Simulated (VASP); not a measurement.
# TiTe2 (P-3m1) in VASP: notebook

The runs below take TiTe2 through electric field gradients, with PBEsol.

Everything below comes from runs of VASP 6.6.1. Logs are shortened: lines on timing, memory, paths and dates and some standing lists are left out, and cuts for length are marked.

## Step 1: The cell of the first run

The structure is trigonal, space group P-3m1 (No. 164). The conventional cell has a = 3.700 Å, b = 3.700 Å, c = 6.365 Å, α = 90.00°, β = 90.00°, γ = 120.00°. Within 3.6 Å of Ti (site symmetry -3m) lie 6 Te at 2.71 Å. Within 3.6 Å of Te (site symmetry 3m) lie 3 Ti at 2.71 Å.

## Step 2: Electric field gradients, PBEsol (volume scaled by 0.94)

Input file INCAR:

```
  PREC = Accurate
  ENCUT = 520
  EDIFF = 1E-8
  ISMEAR = -1
  SIGMA = 0.03
  LREAL = False
  LASPH = True
  NELM = 80
  ALGO = Normal
  ISIF = 2
  LWAVE = False
  LCHARG = False
  GGA = PS
  LEFG = True
  NBANDS = 19
```

Input file KPOINTS:

```
regular mesh
0
Gamma
  13 13 7
```

Input file POSCAR:

```
TiTe2
1.0
    3.6998976021      0.0000000000      0.0000000000
   -1.8499488010      3.2042053148      0.0000000000
    0.0000000000      0.0000000000      6.3653505344
Ti Te
1 2
Direct
    0.0000000000      0.0000000000      0.0000000000
    0.6666666667      0.3333333333      0.2628000000
    0.3333333333      0.6666666667      0.7372000000
```

Potentials or basis: VASP PAW PBE potentials, release 64 (Ti_sv, Te).

Launch:

```bash
$ cat potpaw_PBE.64/Ti_sv/POTCAR potpaw_PBE.64/Te/POTCAR > POTCAR
$ mpirun -np 1 vasp_std > vasp.out
```

OUTCAR:

```text
PREC = Accurate
   ENCUT = 520
   EDIFF = 1E-8
   ISMEAR = -1
   LREAL = False
   LASPH = True
   NELM = 80
   ISIF = 2
   GGA = PS

 ion  position               nearest neighbor table
   1  0.000  0.000  0.000-   2 2.71   3 2.71   3 2.71   2 2.71   2 2.71   3 2.71
   2  0.667  0.333  0.263-   1 2.71   1 2.71   1 2.71
   3  0.333  0.667  0.737-   1 2.71   1 2.71   1 2.71

  LATTYP: Found a hexagonal cell.
 ALAT       =     3.6998976021
 C/A-ratio  =     1.7204126219

  Lattice vectors:

 A1 = (   3.6998976021,   0.0000000000,   0.0000000000)
 A2 = (  -1.8499488010,   3.2042053148,   0.0000000000)
 A3 = (   0.0000000000,   0.0000000000,   6.3653505344)

Analysis of symmetry for initial positions (statically):
=====================================================================
 Subroutine PRICEL returns:
 Original cell was already a primitive cell.

 Routine SETGRP: Setting up the symmetry group for a
 hexagonal supercell.

 Subroutine GETGRP returns: Found 12 space group operations
 (whereof 12 operations were pure point group operations)
 out of a pool of 24 trial point group operations.

The static configuration has the point symmetry D_3d.

Analysis of symmetry for dynamics (positions and initial velocities):
=====================================================================
 Subroutine PRICEL returns:
 Original cell was already a primitive cell.

 Routine SETGRP: Setting up the symmetry group for a
 hexagonal supercell.

 Subroutine GETGRP returns: Found 12 space group operations
 (whereof 12 operations were pure point group operations)
 out of a pool of 24 trial point group operations.

The dynamic configuration has the point symmetry D_3d.

 Subroutine INISYM returns: Found 12 space group operations
 (whereof 12 operations are pure point group operations),
 and found     1 'primitive' translations

----------------------------------------------------------------------------------------

                                     Primitive cell

  volume of cell :      75.4627

  direct lattice vectors                    reciprocal lattice vectors
     3.699897602  0.000000000  0.000000000     0.270277750  0.156044932  0.000000000
    -1.849948801  3.204205315  0.000000000     0.000000000  0.312089864  0.000000000
     0.000000000  0.000000000  6.365350534     0.000000000  0.000000000  0.157100539

  length of vectors
     3.699897602  3.699897602  6.365350534     0.312089864  0.312089864  0.157100539

  position of ions in fractional coordinates (direct lattice)
     0.000000000  0.000000000  0.000000000
     0.666666667  0.333333333  0.262800000
     0.333333333  0.666666667  0.737200000

  ion indices of the primitive-cell ions
   primitive index   ion index
                 1           1
                 2           2
                 3           3

----------------------------------------------------------------------------------------

 KPOINTS: regular mesh

Automatic generation of k-mesh.
 Grid dimensions read from file:
 generate k-points for:   13   13    7

 Generating k-lattice:

  Cartesian coordinates                     Fractional coordinates (reciprocal lattice)
     0.020790596  0.012003456  0.000000000     0.076923077  0.000000000  0.000000000
     0.000000000  0.024006913  0.000000000     0.000000000  0.076923077  0.000000000
     0.000000000  0.000000000  0.022442934     0.000000000  0.000000000  0.142857143

  Length of vectors
     0.024006913  0.024006913  0.022442934

  Shift w.r.t. Gamma in fractional coordinates (k-lattice)
     0.000000000  0.000000000  0.000000000

 Subroutine IBZKPT returns following result:
 ===========================================

 Found    126 irreducible k-points:

 Following reciprocal coordinates:
            Coordinates               Weight
  0.000000  0.000000  0.000000      1.000000
  0.076923  0.000000  0.000000      6.000000
  0.153846 -0.000000  0.000000      6.000000
  0.230769 -0.000000  0.000000      6.000000
  0.307692 -0.000000  0.000000      6.000000
  0.384615 -0.000000  0.000000      6.000000
[... 16 lines left out ...]
  0.076923  0.000000  0.142857      6.000000
  0.000000  0.076923  0.142857      6.000000
 [... further k-points ...]
   k-points           NKPTS =    126   k-points in BZ     NKDIM =    126   number of bands    NBANDS=     19
   number of dos      NEDOS =    301   number of ions     NIONS =      3
   total plane-waves  NPLWV =  37632
   dimension x,y,z NGX =    28 NGY =   28 NGZ =   48
   dimension x,y,z NGXF=    56 NGYF=   56 NGZF=   96
   ions per type =               1   2
   NGX,Y,Z   is equivalent  to a cutoff of  12.58, 12.58, 12.54 a.u.
   NGXF,Y,Z  is equivalent  to a cutoff of  25.16, 25.16, 25.07 a.u.
 SYSTEM =  unknown system
   PREC   = accura    normal or accurate (medium, high low for compatibility)
   ISTART =      0    job   : 0-new  1-cont  2-samecut
   ICHARG =      2    charge: 1-file 2-atom 10-const
   ISPIN  =      1    spin polarized calculation?
   LNONCOLLINEAR =      F non collinear calculations
   LSORBIT =      F    spin-orbit coupling
   LASPH  =      T    aspherical Exc in radial PAW
   ENCUT  =  520.0 eV  38.22 Ry    6.18 a.u.   6.88  6.88 11.84*2*pi/ulx,y,z
   NELM   =     80;   NELMIN=  2; NELMDL= -5     # of ELM steps
   EDIFF  = 0.1E-07   stopping-criterion for ELM
   LREAL  =      F    real-space projection
   EDIFFG = 0.1E-06   stopping-criterion for IOM
   NSW    =      0    number of steps for IOM
   IBRION =     -1    ionic relax: 0-MD 1-quasi-New 2-CG
   NFREE  =      0    steps in history (QN), initial steepest desc. (CG)
   ISIF   =      2    stress and relaxation
   ISYM   =      2    0-nonsym 1-usesym 2-fastsym
   POTIM  = 0.5000    time-step for ionic-motion
   TEBEG  =    0.0;   TEEND  =   0.0 temperature during run
   PSTRESS=    0.0 pullay stress
   NELECT =      24.0000    total number of electrons
   NUPDOWN=      -1.0000    fix difference up-down
   EMIN   =  10.00;   EMAX   =-10.00  energy-range for DOS
   EFERMI =   0.00;   METHOD = LEGACY
   ISMEAR =    -1;   SIGMA  =   0.03  broadening in eV -4-tet -1-fermi 0-gaus
   EFERMI_NEDOS =   21; number of points for ismear=-14 and -15
   IALGO  =     38    algorithm
   IMIX   =      4    mixing-type and parameters
     AMIX     =   0.40;   BMIX     =  1.00
     AMIX_MAG =   1.60;   BMIX_MAG =  1.00
  volume/ion in A,a.u.               =      25.15       169.75
  Fermi-wavevector in a.u.,A,eV,Ry     =   1.117466  2.111705 16.990017  1.248731
  Thomas-Fermi vector in A             =   2.254089
   LORBIT       =      0    0 simple, 1 ext, 2 COOP (PROOUT), +10 PAW based schemes
   GGA     = PS    functional components
   LHFCALC =     F    Hartree Fock is set to
   AEXX    =    0.0000 exact exchange contribution
   IVDW    =     0    specifies the selected vdW correction
   LEPSILON=     F    determine dielectric tensor
   LRPA    =     F    only Hartree local field effects (RPA)
 non-spin polarized calculation
  energy-cutoff  :      520.00
  volume of cell :       75.46
 maximum number of plane-waves:      2049
   NGX = 13   NGY = 13   NGZ = 23

 number of electron      24.0000001 magnetization

 Free energy of the ion-electron system (eV)
  ---------------------------------------------------
  ext. energy  EPLUGINS =         0.00000000
  ---------------------------------------------------
  free energy    TOTEN  =       -17.51942853 eV

  energy without entropy =      -17.51526801  energy(sigma->0) =      -17.51734827

 E-fermi :   7.4450     XC(G=0): -10.2846

 val. band max:        7.4423233812   @ k =   0.4615   0.0000   0.0000
 cond. band min:       7.4482347975   @ k =   0.0000   0.4615   0.1429
 fundamental gap:      0.0059114162
 Fermi energy:         7.4449704340

 k-point     1 :       0.0000    0.0000    0.0000
  band No.  band energies     occupation
      1     -49.6516      2.00000
      2     -26.0259      2.00000
      3     -26.0259      2.00000
      4     -25.9968      2.00000
      5      -5.3528      2.00000
      6      -3.6480      2.00000
[... 11 lines left out ...]
     18      12.5996      0.00000
     19      13.8417      0.00000

 k-point     2 :       0.0769    0.0000    0.0000
  band No.  band energies     occupation
      1     -49.6513      2.00000
      2     -26.0292      2.00000
      3     -26.0267      2.00000
      4     -25.9960      2.00000
      5      -5.2806      2.00000
      6      -3.6110      2.00000
[... 11 lines left out ...]
     18      13.1392      0.00000
     19      14.2033      0.00000

 k-point     3 :       0.1538   -0.0000    0.0000
  band No.  band energies     occupation
      1     -49.6506      2.00000
      2     -26.0384      2.00000
      3     -26.0287      2.00000
      4     -25.9937      2.00000
      5      -5.0688      2.00000
      6      -3.5061      2.00000
[... 11 lines left out ...]
     18      13.6184      0.00000
     19      14.7511      0.00000

 k-point     4 :       0.2308   -0.0000    0.0000
  band No.  band energies     occupation
      1     -49.6496      2.00000
      2     -26.0513      2.00000
      3     -26.0316      2.00000
      4     -25.9906      2.00000
      5      -4.7330      2.00000
      6      -3.3537      2.00000
[... 11 lines left out ...]
     18      13.3404      0.00000
     19      14.3525      0.00000

 k-point     5 :       0.3077   -0.0000    0.0000
  band No.  band energies     occupation
      1     -49.6486      2.00000
      2     -26.0649      2.00000
      3     -26.0347      2.00000
      4     -25.9872      2.00000
      5      -4.3051      2.00000
      6      -3.1944      2.00000
[... 11 lines left out ...]
     18      13.0819      0.00000
     19      13.5951      0.00000
[... 334 lines left out ...]
      2     -26.0695      2.00000
      3     -26.0607      2.00000
      4     -25.9811      2.00000
      5      -3.1369      2.00000
      6      -3.0028      2.00000
[... 11 lines left out ...]
     18      11.4030      0.00000
     19      15.8350      0.00000

 k-point    22 :       0.0000    0.0000    0.1429
  band No.  band energies     occupation
      1     -49.6516      2.00000
      2     -26.0259      2.00000
      3     -26.0259      2.00000
      4     -25.9968      2.00000
      5      -5.2938      2.00000
      6      -3.7725      2.00000
[... 11 lines left out ...]
     18      12.6574      0.00000
     19      14.2300      0.00000

 k-point    23 :       0.0769    0.0000    0.1429
  band No.  band energies     occupation
      1     -49.6513      2.00000
      2     -26.0292      2.00000
      3     -26.0267      2.00000
      4     -25.9960      2.00000
      5      -5.2225      2.00000
      6      -3.7314      2.00000
[... 11 lines left out ...]
     18      13.1668      0.00000
     19      14.5683      0.00000

 k-point    24 :       0.0000    0.0769    0.1429
  band No.  band energies     occupation
      1     -49.6513      2.00000
      2     -26.0292      2.00000
      3     -26.0267      2.00000
      4     -25.9960      2.00000
      5      -5.2220      2.00000
      6      -3.7325      2.00000
[... 11 lines left out ...]
     18      13.1810      0.00000
     19      14.5464      0.00000

 [... further k-points ...]

------------------------ aborting loop because EDIFF is reached ----------------------------------------

  FORCE on cell =-STRESS in cart. coord.  units (eV):
  Direction    XX          YY          ZZ          XY          YZ          ZX
  --------------------------------------------------------------------------------------
  -------------------------------------------------------------------------------------
  Total        0.6954995      0.6954995      1.4384335      0.0000000      0.0000000     -0.0000000
  in kB       14.7664141     14.7664141     30.5399284      0.0000000      0.0000000     -0.0000000
  external PRESSURE =      20.0242522 kB  Pullay stress =       0.0000000 kB

 VOLUME and BASIS-vectors are now :
 -----------------------------------------------------------------------------
  energy-cutoff  :      520.00
  volume of cell :       75.46
      direct lattice vectors                 reciprocal lattice vectors
     3.699897602  0.000000000  0.000000000     0.270277750  0.156044932  0.000000000
    -1.849948801  3.204205315  0.000000000     0.000000000  0.312089864  0.000000000
     0.000000000  0.000000000  6.365350534     0.000000000  0.000000000  0.157100539

 POSITION                                       TOTAL-FORCE (eV/Angst)
 -----------------------------------------------------------------------------------
      0.00000      0.00000      0.00000         0.000000      0.000000     -0.000000
      1.84995      1.06807      1.67281        -0.000000      0.000000      0.465668
     -0.00000      2.13614      4.69254         0.000000     -0.000000     -0.465668
 -----------------------------------------------------------------------------------
    total drift:                                0.000000     -0.000000      0.000000

  FREE ENERGIE OF THE ION-ELECTRON SYSTEM (eV)
  ---------------------------------------------------
  free  energy   TOTEN  =       -17.5194285291 eV

  energy  without entropy=      -17.5152680094  energy(sigma->0) =      -17.51734827

 Electric field gradients (V/A^2)
---------------------------------------------------------------------
 ion       V_xx      V_yy      V_zz      V_xy      V_xz      V_yz
---------------------------------------------------------------------
   1      14.641    14.642   -29.284     0.001     0.000    -0.000
   2      29.172    29.172   -58.344    -0.000     0.000    -0.000
   3      29.172    29.172   -58.344    -0.000     0.000    -0.000
---------------------------------------------------------------------

 Electric field gradients after diagonalization (V/A^2)
 (convention: |V_zz| > |V_xx| > |V_yy|)
----------------------------------------------------------------------
 ion       V_xx      V_yy      V_zz     asymmetry (V_yy - V_xx)/ V_zz
----------------------------------------------------------------------
   1      14.643    14.640   -29.284       0.000
   2      29.172    29.172   -58.344       0.000
   3      29.172    29.172   -58.344       0.000
----------------------------------------------------------------------

           NMR quadrupolar parameters

 Cq : quadrupolar parameter    Cq=e*Q*V_zz/h
 eta: asymmetry parameters     (V_yy - V_xx)/ V_zz
 Q  : nuclear electric quadrupole moment in mb (millibarn)
----------------------------------------------------------------------
 ion       Cq(MHz)       eta       Q (mb)
----------------------------------------------------------------------
   1      -0.071       0.000       1.000
   2      -0.141       0.000       1.000
   3      -0.141       0.000       1.000
----------------------------------------------------------------------
```

Wall time 82 s (1 thread of Intel Xeon 6975P-C (Granite Rapids), shared host); peak memory 0.31 GiB.

Results:

```
Free energy            : -17.5194 eV
Pressure               : 2.0 GPa
Largest force          : 0.466 eV/Å
Band gap on the k mesh : zero (band 12 reaches 7.84 eV, above the bottom of band 13 at 7.07 eV)
```

Forces on the atoms (eV/Å):
```
Ti   0.000  0.000  0.000
Te   0.000  0.000  0.466
Te   0.000  0.000 -0.466
```

Levels at points of the mesh, in eV from the Fermi level:
| k point | band 8 | band 9 | band 10 | band 11 | band 12 | band 13 | band 14 | band 15 | band 16 | band 17 |
| --- | --- | --- | --- | --- | --- | --- | --- | --- | --- | --- |
| (0.00, 0.00, 0.00) | -1.78 | -1.78 | 0.30 | 0.39 | 0.39 | 0.72 | 1.24 | 1.24 | 3.33 | 3.33 |

Electric field gradients, principal values (V/Å²):
```csv
atom,least,middle,greatest (by size)
1 Ti,14.640,14.643,-29.284
2 Te,29.172,29.172,-58.344
3 Te,29.172,29.172,-58.344
```

Caveat: without QUAD_EFG the Cq values of the log hold for a quadrupole moment of 1 mb, not for the nuclei; the PAW data sets were made with another functional, which shifts forces and pressure a little; spin-orbit coupling is left out, which moves the levels of the heavy elements; this functional lacks dispersion, which binds the layers, so the pressure and a relaxed spacing across them are unreliable.

(Part 1 of 3 ends here.)
